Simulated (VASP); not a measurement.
# NiO2 (P-3m1) in VASP: notebook

The runs below take NiO2 through single point, with PBEsol.

All numbers are computed with VASP 6.6.1; they aren't measurements. Logs are shortened: lines on timing, memory, paths and dates and some standing lists are left out, and cuts for length are marked.

**1. The cell of the first run**

Symmetry: P-3m1, No. 164, trigonal system. The conventional cell has a = 2.748 Å, b = 2.748 Å, c = 5.104 Å, α = 90.00°, β = 90.00°, γ = 120.00°. Ni (site symmetry -3m) has 6 O at 1.92 Å within 2.5 Å. O (site symmetry 3m) has 3 Ni at 1.92 Å within 2.5 Å.

**2. Single point, PBEsol (c/a of the conventional cell at fixed volume 1.8576)**

Contents of INCAR:

```
  PREC = Accurate
  ENCUT = 520
  EDIFF = 1E-6
  ISMEAR = 0
  SIGMA = 0.05
  LREAL = False
  LASPH = True
  NELM = 60
  ALGO = Normal
  ISIF = 2
  LWAVE = False
  LCHARG = False
  GGA = PS
  NBANDS = 18
```

Contents of KPOINTS:

```
Automatic mesh
0
Gamma
  12 12 6
```

Contents of POSCAR:

```
NiO2
1.0
    2.7478231521      0.0000000000      0.0000000000
   -1.3739115761      2.3796846548      0.0000000000
    0.0000000000      0.0000000000      5.1043562873
Ni O
1 2
Direct
    0.0000000000      0.0000000000      0.5000000000
    0.6666666667      0.3333333333      0.7127976082
    0.3333333333      0.6666666667      0.2872023918
```

Potentials or basis: VASP PAW PBE potentials, release 64 (Ni, O).

Command:

```sh
> cat potpaw_PBE.64/Ni/POTCAR potpaw_PBE.64/O/POTCAR > POTCAR
> mpirun -np 1 vasp_std > vasp.out
```

OUTCAR:

```text
PREC = Accurate
   ENCUT = 520
   EDIFF = 1E-6
   ISMEAR = 0
   LREAL = False
   LASPH = True
   NELM = 60
   ISIF = 2
   GGA = PS

 ion  position               nearest neighbor table
   1  0.000  0.000  0.500-   2 1.92   3 1.92   2 1.92   3 1.92   2 1.92   3 1.92
   2  0.667  0.333  0.713-   1 1.92   1 1.92   1 1.92
   3  0.333  0.667  0.287-   1 1.92   1 1.92   1 1.92

  LATTYP: Found a hexagonal cell.
 ALAT       =     2.7478231521
 C/A-ratio  =     1.8576000000

  Lattice vectors:

 A1 = (   2.7478231521,   0.0000000000,   0.0000000000)
 A2 = (  -1.3739115761,   2.3796846548,   0.0000000000)
 A3 = (   0.0000000000,   0.0000000000,   5.1043562873)

Analysis of symmetry for initial positions (statically):
=====================================================================
 Subroutine PRICEL returns:
 Original cell was already a primitive cell.

 Routine SETGRP: Setting up the symmetry group for a
 hexagonal supercell.

 Subroutine GETGRP returns: Found 12 space group operations
 (whereof 12 operations were pure point group operations)
 out of a pool of 24 trial point group operations.

The static configuration has the point symmetry D_3d.

Analysis of symmetry for dynamics (positions and initial velocities):
=====================================================================
 Subroutine PRICEL returns:
 Original cell was already a primitive cell.

 Routine SETGRP: Setting up the symmetry group for a
 hexagonal supercell.

 Subroutine GETGRP returns: Found 12 space group operations
 (whereof 12 operations were pure point group operations)
 out of a pool of 24 trial point group operations.

The dynamic configuration has the point symmetry D_3d.

 Subroutine INISYM returns: Found 12 space group operations
 (whereof 12 operations are pure point group operations),
 and found     1 'primitive' translations

----------------------------------------------------------------------------------------

                                     Primitive cell

  volume of cell :      33.3771

  direct lattice vectors                    reciprocal lattice vectors
     2.747823152  0.000000000  0.000000000     0.363924439  0.210111873  0.000000000
    -1.373911576  2.379684655  0.000000000     0.000000000  0.420223746  0.000000000
     0.000000000  0.000000000  5.104356287     0.000000000  0.000000000  0.195911089

  length of vectors
     2.747823152  2.747823152  5.104356287     0.420223746  0.420223746  0.195911089

  position of ions in fractional coordinates (direct lattice)
     0.000000000  0.000000000  0.500000000
     0.666666667  0.333333333  0.712797608
     0.333333333  0.666666667  0.287202392

  ion indices of the primitive-cell ions
   primitive index   ion index
                 1           1
                 2           2
                 3           3

----------------------------------------------------------------------------------------

 KPOINTS: Automatic mesh

Automatic generation of k-mesh.
 Grid dimensions read from file:
 generate k-points for:   12   12    6

 Generating k-lattice:

  Cartesian coordinates                     Fractional coordinates (reciprocal lattice)
     0.030327037  0.017509323  0.000000000     0.083333333  0.000000000  0.000000000
     0.000000000  0.035018646  0.000000000     0.000000000  0.083333333  0.000000000
     0.000000000  0.000000000  0.032651848     0.000000000  0.000000000  0.166666667

  Length of vectors
     0.035018646  0.035018646  0.032651848

  Shift w.r.t. Gamma in fractional coordinates (k-lattice)
     0.000000000  0.000000000  0.000000000

 Subroutine IBZKPT returns following result:
 ===========================================

 Found    100 irreducible k-points:

 Following reciprocal coordinates:
            Coordinates               Weight
  0.000000  0.000000  0.000000      1.000000
  0.083333 -0.000000  0.000000      6.000000
  0.166667 -0.000000  0.000000      6.000000
  0.250000 -0.000000  0.000000      6.000000
  0.333333 -0.000000  0.000000      6.000000
  0.416667  0.000000  0.000000      6.000000
[... 16 lines left out ...]
  0.166667 -0.000000  0.166667      6.000000
  0.000000  0.166667  0.166667      6.000000
 [... further k-points ...]
   k-points           NKPTS =    100   k-points in BZ     NKDIM =    100   number of bands    NBANDS=     18
   number of dos      NEDOS =    301   number of ions     NIONS =      3
   total plane-waves  NPLWV =  16000
   dimension x,y,z NGX =    20 NGY =   20 NGZ =   40
   dimension x,y,z NGXF=    40 NGYF=   40 NGZF=   80
   ions per type =               1   2
   NGX,Y,Z   is equivalent  to a cutoff of  12.10, 12.10, 13.03 a.u.
   NGXF,Y,Z  is equivalent  to a cutoff of  24.20, 24.20, 26.06 a.u.
 SYSTEM =  unknown system
   PREC   = accura    normal or accurate (medium, high low for compatibility)
   ISTART =      0    job   : 0-new  1-cont  2-samecut
   ICHARG =      2    charge: 1-file 2-atom 10-const
   ISPIN  =      1    spin polarized calculation?
   LNONCOLLINEAR =      F non collinear calculations
   LSORBIT =      F    spin-orbit coupling
   LASPH  =      T    aspherical Exc in radial PAW
   ENCUT  =  520.0 eV  38.22 Ry    6.18 a.u.   5.11  5.11  9.49*2*pi/ulx,y,z
   NELM   =     60;   NELMIN=  2; NELMDL= -5     # of ELM steps
   EDIFF  = 0.1E-05   stopping-criterion for ELM
   LREAL  =      F    real-space projection
   EDIFFG = 0.1E-04   stopping-criterion for IOM
   NSW    =      0    number of steps for IOM
   IBRION =     -1    ionic relax: 0-MD 1-quasi-New 2-CG
   NFREE  =      0    steps in history (QN), initial steepest desc. (CG)
   ISIF   =      2    stress and relaxation
   ISYM   =      2    0-nonsym 1-usesym 2-fastsym
   POTIM  = 0.5000    time-step for ionic-motion
   TEBEG  =    0.0;   TEEND  =   0.0 temperature during run
   PSTRESS=    0.0 pullay stress
   NELECT =      22.0000    total number of electrons
   NUPDOWN=      -1.0000    fix difference up-down
   EMIN   =  10.00;   EMAX   =-10.00  energy-range for DOS
   EFERMI =   0.00;   METHOD = LEGACY
   ISMEAR =     0;   SIGMA  =   0.05  broadening in eV -4-tet -1-fermi 0-gaus
   EFERMI_NEDOS =   21; number of points for ismear=-14 and -15
   IALGO  =     38    algorithm
   IMIX   =      4    mixing-type and parameters
     AMIX     =   0.40;   BMIX     =  1.00
     AMIX_MAG =   1.60;   BMIX_MAG =  1.00
  volume/ion in A,a.u.               =      11.13        75.08
  Fermi-wavevector in a.u.,A,eV,Ry     =   1.424730  2.692350 27.617874  2.029856
  Thomas-Fermi vector in A             =   2.545190
   LORBIT       =      0    0 simple, 1 ext, 2 COOP (PROOUT), +10 PAW based schemes
   GGA     = PS    functional components
   LHFCALC =     F    Hartree Fock is set to
   AEXX    =    0.0000 exact exchange contribution
   IVDW    =     0    specifies the selected vdW correction
   LEPSILON=     F    determine dielectric tensor
   LRPA    =     F    only Hartree local field effects (RPA)
 non-spin polarized calculation
 Gauss-broadening in eV      SIGMA  =   0.05
  energy-cutoff  :      520.00
  volume of cell :       33.38
 maximum number of plane-waves:       918
   NGX = 11   NGY = 11   NGZ = 19

 number of electron      22.0000012 magnetization

 Free energy of the ion-electron system (eV)
  ---------------------------------------------------
  ext. energy  EPLUGINS =         0.00000000
  ---------------------------------------------------
  free energy    TOTEN  =       -18.43296547 eV

  energy without entropy =      -18.43296547  energy(sigma->0) =      -18.43296547

 E-fermi :   1.9957     XC(G=0): -10.6474

 val. band max:        1.6763519077   @ k =   0.1667  -0.0000   0.5000
 cond. band min:       2.6547416399   @ k =   0.2500  -0.0000   0.3333
 fundamental gap:      0.9783897321
 Fermi energy:         1.9957482732

 k-point     1 :       0.0000    0.0000    0.0000
  band No.  band energies     occupation
      1     -17.1276      2.00000
      2     -15.4174      2.00000
      3      -3.8229      2.00000
      4      -2.7490      2.00000
      5      -2.7490      2.00000
      6      -0.1324      2.00000
[... 10 lines left out ...]
     17      22.4376      0.00000
     18      22.4376      0.00000

 k-point     2 :       0.0833   -0.0000    0.0000
  band No.  band energies     occupation
      1     -17.0374      2.00000
      2     -15.3978      2.00000
      3      -3.7109      2.00000
      4      -2.8359      2.00000
      5      -2.7043      2.00000
      6      -0.3538      2.00000
[... 10 lines left out ...]
     17      21.3552      0.00000
     18      22.5292      0.00000

 k-point     3 :       0.1667   -0.0000    0.0000
  band No.  band energies     occupation
      1     -16.7808      2.00000
      2     -15.3456      2.00000
      3      -3.3991      2.00000
      4      -3.0162      2.00000
      5      -2.5911      2.00000
      6      -1.0921      2.00000
[... 10 lines left out ...]
     17      19.5161      0.00000
     18      22.0010      0.00000

 k-point     4 :       0.2500   -0.0000    0.0000
  band No.  band energies     occupation
      1     -16.4016      2.00000
      2     -15.2796      2.00000
      3      -3.2542      2.00000
      4      -2.8793      2.00000
      5      -2.4745      2.00000
      6      -2.0653      2.00000
[... 10 lines left out ...]
     17      17.8432      0.00000
     18      20.6499      0.00000

 k-point     5 :       0.3333   -0.0000    0.0000
  band No.  band energies     occupation
      1     -15.9737      2.00000
      2     -15.2289      2.00000
      3      -3.5506      2.00000
      4      -2.8218      2.00000
      5      -2.4311      2.00000
      6      -2.2661      2.00000
[... 10 lines left out ...]
     17      17.1932      0.00000
     18      19.6353      0.00000

 k-point     6 :       0.4167    0.0000    0.0000
  band No.  band energies     occupation
      1     -15.5929      2.00000
      2     -15.2325      2.00000
      3      -4.0977      2.00000
      4      -2.7527      2.00000
      5      -2.4539      2.00000
      6      -1.9989      2.00000
[... 10 lines left out ...]
     17      17.7504      0.00000
     18      18.6685      0.00000

 k-point     7 :       0.5000   -0.0000    0.0000
  band No.  band energies     occupation
      1     -15.3441      2.00000
      2     -15.3362      2.00000
      3      -4.3337      2.00000
      4      -2.5572      2.00000
      5      -2.4724      2.00000
      6      -2.0891      2.00000
[... 10 lines left out ...]
     17      17.9676      0.00000
     18      18.0764      0.00000

 k-point     8 :       0.0833    0.0833    0.0000
  band No.  band energies     occupation
      1     -16.8639      2.00000
      2     -15.3620      2.00000
      3      -3.4955      2.00000
      4      -2.9668      2.00000
      5      -2.6331      2.00000
      6      -0.7143      2.00000
[... 10 lines left out ...]
     17      20.1398      0.00000
     18      21.6605      0.00000
[... 229 lines left out ...]
     17      16.7144      0.00000
     18      18.8113      0.00000

 k-point    20 :       0.0000    0.0000    0.1667
  band No.  band energies     occupation
      1     -17.1110      2.00000
      2     -15.4441      2.00000
      3      -3.7214      2.00000
      4      -2.7480      2.00000
      5      -2.7480      2.00000
      6      -0.1326      2.00000
[... 10 lines left out ...]
     17      22.3998      0.00000
     18      22.4387      0.00000

 k-point    21 :       0.0833   -0.0000    0.1667
  band No.  band energies     occupation
      1     -17.0211      2.00000
      2     -15.4233      2.00000
      3      -3.6175      2.00000
      4      -2.8381      2.00000
      5      -2.7049      2.00000
      6      -0.3563      2.00000
[... 10 lines left out ...]
     17      21.3852      0.00000
     18      22.3319      0.00000

 k-point    22 :       0.0000    0.0833    0.1667
  band No.  band energies     occupation
      1     -17.0209      2.00000
      2     -15.4236      2.00000
      3      -3.6135      2.00000
      4      -2.8432      2.00000
      5      -2.7018      2.00000
      6      -0.3536      2.00000
[... 10 lines left out ...]
     17      21.3584      0.00000
     18      22.5371      0.00000

 k-point    23 :       0.1667   -0.0000    0.1667
  band No.  band energies     occupation
      1     -16.7660      2.00000
      2     -15.3673      2.00000
      3      -3.3693      2.00000
      4      -2.9834      2.00000
      5      -2.5939      2.00000
      6      -1.1005      2.00000
[... 10 lines left out ...]
     17      19.5305      0.00000
     18      21.7762      0.00000

 k-point    24 :       0.0000    0.1667    0.1667
  band No.  band energies     occupation
      1     -16.7649      2.00000
      2     -15.3692      2.00000
      3      -3.3051      2.00000
      4      -3.0440      2.00000
      5      -2.5874      2.00000
      6      -1.0842      2.00000
[... 10 lines left out ...]
     17      19.6090      0.00000
     18      21.8840      0.00000

 [... further k-points ...]

------------------------ aborting loop because EDIFF is reached ----------------------------------------

  FORCE on cell =-STRESS in cart. coord.  units (eV):
  Direction    XX          YY          ZZ          XY          YZ          ZX
  --------------------------------------------------------------------------------------
  -------------------------------------------------------------------------------------
  Total       -1.5536130     -1.5536130     -4.8826040      0.0000000     -0.0000000      0.0000000
  in kB      -74.5768872    -74.5768872   -234.3758801      0.0000000     -0.0000000      0.0000000
  external PRESSURE =    -127.8432182 kB  Pullay stress =       0.0000000 kB

 VOLUME and BASIS-vectors are now :
 -----------------------------------------------------------------------------
  energy-cutoff  :      520.00
  volume of cell :       33.38
      direct lattice vectors                 reciprocal lattice vectors
     2.747823152  0.000000000  0.000000000     0.363924439  0.210111873  0.000000000
    -1.373911576  2.379684655  0.000000000     0.000000000  0.420223746  0.000000000
     0.000000000  0.000000000  5.104356287     0.000000000  0.000000000  0.195911089

 POSITION                                       TOTAL-FORCE (eV/Angst)
 -----------------------------------------------------------------------------------
      0.00000      0.00000      2.55218         0.000000      0.000000      0.000000
      1.37391      0.79323      3.63837        -0.000000      0.000000     -2.223437
     -0.00000      1.58646      1.46598         0.000000     -0.000000      2.223437
 -----------------------------------------------------------------------------------
    total drift:                               -0.000000      0.000000      0.000000

  FREE ENERGIE OF THE ION-ELECTRON SYSTEM (eV)
  ---------------------------------------------------
  free  energy   TOTEN  =       -18.4329654734 eV

  energy  without entropy=      -18.4329654734  energy(sigma->0) =      -18.43296547
```

Wall time 45 s (1 thread of Intel Xeon Platinum 8488C (Sapphire Rapids), shared host); peak memory 0.18 GiB.

Results:

```
Free energy            : -18.4330 eV
Pressure               : -12.8 GPa
Largest force          : 2.223 eV/Å
Band gap on the k mesh : 0.98 eV, indirect (least direct gap 1.06 eV)
```

Forces on the atoms (eV/Å):
```
Ni   0.000  0.000  0.000
O    0.000  0.000 -2.223
O    0.000  0.000  2.223
```

Levels at points of the mesh, in eV from the valence-band top:
```
           k point  band 9  band 10  band 11  band 12  band 13  band 14
(0.00, 0.00, 0.00)   -0.60    -0.50    -0.50     2.07     2.07     7.37
(0.50, 0.00, 0.00)   -1.60    -1.25    -0.63     1.73     1.99    11.70
(0.00, 0.00, 0.50)   -0.52    -0.52    -0.33     2.09     2.09     8.85
(0.50, 0.00, 0.50)   -1.65    -1.25    -0.66     1.74     1.94    11.34
```

Caveat: the PAW data sets were made with another functional, which shifts forces and pressure a little. Spin polarisation is off, so any magnetic state and its effect on volume and gap are missing.

**3. Single point, PBEsol (c/a of the conventional cell at fixed volume 1.8576)**

Contents of INCAR:

```
SYSTEM = NiO2
  ALGO = Normal
  EDIFF = 1E-6
  ENCUT = 520
  GGA = PS
  ISIF = 2
  ISMEAR = 0
  LASPH = .TRUE.
  LCHARG = .FALSE.
  LREAL = .FALSE.
  LWAVE = .FALSE.
  NBANDS = 18
  NELM = 80
  PREC = Accurate
  SIGMA = 0.05
```

Contents of KPOINTS:

```
k-points
0
G
  12 12 6
  0 0 0
```

Contents of POSCAR:

```
NiO2
1.0
    2.7478231521      0.0000000000      0.0000000000
   -1.3739115761      2.3796846548      0.0000000000
    0.0000000000      0.0000000000      5.1043562873
Ni O
1 2
Direct
    0.0000000000      0.0000000000      0.5000000000
    0.6666666667      0.3333333333      0.6373845568
    0.3333333333      0.6666666667      0.3626154432
```

Potentials or basis: VASP PAW PBE potentials, release 64 (Ni, O).

Command:

```sh
> cat potpaw_PBE.64/Ni/POTCAR potpaw_PBE.64/O/POTCAR > POTCAR
> mpirun -np 1 vasp_std > vasp.out
```

It took 36 s on 1 thread of Intel Xeon Platinum 8488C (Sapphire Rapids), shared host; peak memory 0.18 GiB.

The run converged. Its results:

- Free energy: -17.2941 eV
- Pressure: 50.7 GPa
- Largest force: 6.038 eV/Å
- Band gap on the k mesh: 0.96 eV, indirect (least direct gap 1.55 eV)

Forces on the atoms (eV/Å):
```
Ni   0.000  0.000  0.000
O    0.000  0.000  6.038
O    0.000  0.000 -6.038
```

Stress tensor (GPa, compression positive):
```
55.81  0.00  0.00
 0.00 55.81  0.00
 0.00  0.00 40.34
```

Levels at points of the mesh, in eV from the valence-band top:
```
           k point  band 9  band 10  band 11  band 12  band 13  band 14
(0.00, 0.00, 0.00)   -1.99    -1.99    -0.11     2.70     2.70     6.66
(0.50, 0.00, 0.00)   -2.68    -1.99    -1.21     1.38     2.74    11.89
(0.00, 0.00, 0.50)   -1.99    -1.99     0.00     2.70     2.70     7.63
(0.50, 0.00, 0.50)   -2.67    -1.86    -1.24     1.37     2.73    11.02
```

Caveat: the PAW data sets were made with another functional, which shifts forces and pressure a little. Spin polarisation is off, so any magnetic state and its effect on volume and gap are missing.

[end of part 1 of 3]
